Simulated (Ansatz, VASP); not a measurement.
Si in VASP and in Ansatz

File INCAR:

```
SYSTEM = Si
ALGO = Normal ; EDIFF = 1E-6
ENCUT = 500 ; GGA = PS
GGA_COMPAT = .FALSE. ; ISIF = 2
ISMEAR = 0 ; LASPH = .TRUE.
LCHARG = .FALSE. ; LREAL = .FALSE.
LWAVE = .FALSE. ; NBANDS = 36
NELM = 120 ; PREC = Accurate
SIGMA = 0.02
```

File KPOINTS:

```
k-points
0
G
  10 10 4
  0 0 0
```

Contents of POSCAR:

```
Si
1.0
    1.9113942423     -5.3484659929      0.0000000000
    1.9113942423      5.3484659929      0.0000000000
    0.0000000000      0.0000000000     12.6532926689
Si
12
Direct
    0.7570383451      0.2429616549      0.4450867617
    0.2429616549      0.7570383451      0.5549132383
    0.7570383451      0.2429616549      0.0549132383
    0.2429616549      0.7570383451      0.9450867617
    0.4286909122      0.5713090878      0.6572187100
    0.5713090878      0.4286909122      0.3427812900
    0.4286909122      0.5713090878      0.8427812900
    0.5713090878      0.4286909122      0.1572187100
    0.9711892217      0.0288107783      0.4093723514
    0.0288107783      0.9711892217      0.5906276486
    0.9711892217      0.0288107783      0.0906276486
    0.0288107783      0.9711892217      0.9093723514
```

Input for Ansatz:

```yaml
crystal:
  lattice:
    - [1.9113942423, -5.3484659929, 0.0]
    - [1.9113942423, 5.3484659929, 0.0]
    - [0.0, 0.0, 12.6532926689]
  atoms:
    - { symbol: Si, position: [0.7570383451, 0.2429616549, 0.4450867617] }
    - { symbol: Si, position: [0.2429616549, 0.7570383451, 0.5549132383] }
    - { symbol: Si, position: [0.7570383451, 0.2429616549, 0.0549132383] }
    - { symbol: Si, position: [0.2429616549, 0.7570383451, 0.9450867617] }
    - { symbol: Si, position: [0.4286909122, 0.5713090878, 0.65721871] }
    - { symbol: Si, position: [0.5713090878, 0.4286909122, 0.34278129] }
    - { symbol: Si, position: [0.4286909122, 0.5713090878, 0.84278129] }
    - { symbol: Si, position: [0.5713090878, 0.4286909122, 0.15721871] }
    - { symbol: Si, position: [0.9711892217, 0.0288107783, 0.4093723514] }
    - { symbol: Si, position: [0.0288107783, 0.9711892217, 0.5906276486] }
    - { symbol: Si, position: [0.9711892217, 0.0288107783, 0.0906276486] }
    - { symbol: Si, position: [0.0288107783, 0.9711892217, 0.9093723514] }
basis: {}
kpoints:
  mp_grid: { grid: [10, 10, 4] }
hamiltonian:
  xc: pbesol
  pseudopotentials: { kind: all_electron, lapw: {} }
scf:
  occupations: { method: gaussian, width: 0.02 }
output:
  forces: true
  stress: true
  eigenvalues: true
```

Alike in both runs: task single point; functional PBEsol; k mesh 10 × 10 × 4; occupations gaussian, width 0.02 eV; no spin polarisation.

```csv
,VASP,Ansatz
version,VASP 6.6.1,Ansatz 0.2.0
potentials or method,"VASP PAW PBE potentials, release 64 (Si), cutoff 500 eV","scalar-relativistic, all-electron LAPW"
```

Ansatz gave:

```
gap on the k mesh at the Fermi level (eV) : 0.40
least direct gap on the mesh (eV)         : 0.49
pressure (GPa)                            : 0.0
```

Which values does VASP return?

gap on the k mesh at the Fermi level (eV): 0.39; least direct gap on the mesh (eV): 0.48; pressure (GPa): 0.1.

VASP's potentials were made for PBE, not for PBEsol. Ansatz ran all-electron here, and VASP with PAW potentials.
